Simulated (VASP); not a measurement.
Here is a VASP 6.6.1 calculation.

INCAR

```
SYSTEM = CdS
PREC = Accurate
ENCUT = 520
EDIFF = 1E-6
ISMEAR = -1
SIGMA = 0.15
LREAL = .False.
LASPH = .True.
NELM = 80
ALGO = Normal
ISIF = 2
LWAVE = .False.
LCHARG = .False.
GGA = RP
NBANDS = 16
```

Contents of KPOINTS:

```
regular mesh
0
Gamma
  8 8 8
  0 0 0
```

POSCAR

```
CdS
1.0
    0.0000000000      3.0957962795      3.0957962795
    3.0957962795      0.0000000000      3.0957962795
    3.0957962795      3.0957962795      0.0000000000
Cd S
1 1
Direct
    0.0000000000      0.0000000000      0.0000000000
    0.7500000000      0.7500000000      0.7500000000
```

Potentials or basis: VASP PAW PBE potentials, release 64 (Cd, S).

The run is started by

```bash
$ cat potpaw_PBE.64/Cd/POTCAR potpaw_PBE.64/S/POTCAR > POTCAR
$ mpirun -np 1 vasp_std > vasp.out
```

(1) Estimate the pressure.

(2) What does it give for the band gap on the k mesh?

Answers

(1) -3.3 GPa.

(2) 0.92 eV, direct.

Caveat: the PAW data sets were made with another functional, which shifts forces and pressure a little.
